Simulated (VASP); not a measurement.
A run of VASP 6.6.1 is set up as follows.

File INCAR:

```
ALGO     = Normal         # electronic algorithm
EDIFF    = 1E-6           # SCF threshold, eV
ENCUT    = 520            # plane-wave cutoff, eV
GGA      = PS             # functional
ISIF     = 2              # what is computed and relaxed
ISMEAR   = -1             # smearing method
ISPIN    = 2              # spin polarisation
LASPH    = T              # aspherical terms in the spheres
LCHARG   = F              # write CHGCAR
LMAXMIX  = 4              # l up to which the mixer works
LORBIT   = 11             # projections on sites
LREAL    = F              # projectors in reciprocal space
LWAVE    = F              # write WAVECAR
MAGMOM   = 1              # initial moments
NBANDS   = 15             # bands
NELM     = 150            # most SCF steps
PREC     = Accurate       # precision mode
SIGMA    = 0.05           # smearing width, eV
```

Contents of KPOINTS:

```
k-points
0
Gamma
  13 13 13
```

Contents of POSCAR:

```
Ni
1.0
   -1.3686295706      1.3686295706      1.3686295706
    1.3686295706     -1.3686295706      1.3686295706
    1.3686295706      1.3686295706     -1.3686295706
Ni
1
Direct
    0.0000000000      0.0000000000      0.0000000000
```

Potentials or basis: VASP PAW PBE potentials, release 64 (Ni).

Run with:

```bash
$ cat potpaw_PBE.64/Ni/POTCAR > POTCAR
$ mpirun -np 1 vasp_std > vasp.out
```

Problem. Predict the pressure.

Solution. 4.9 GPa.

Problem. Estimate the net moment.

Solution. 0.55 μB per cell.

Caveat: the PAW data sets were made with another functional, which shifts forces and pressure a little.
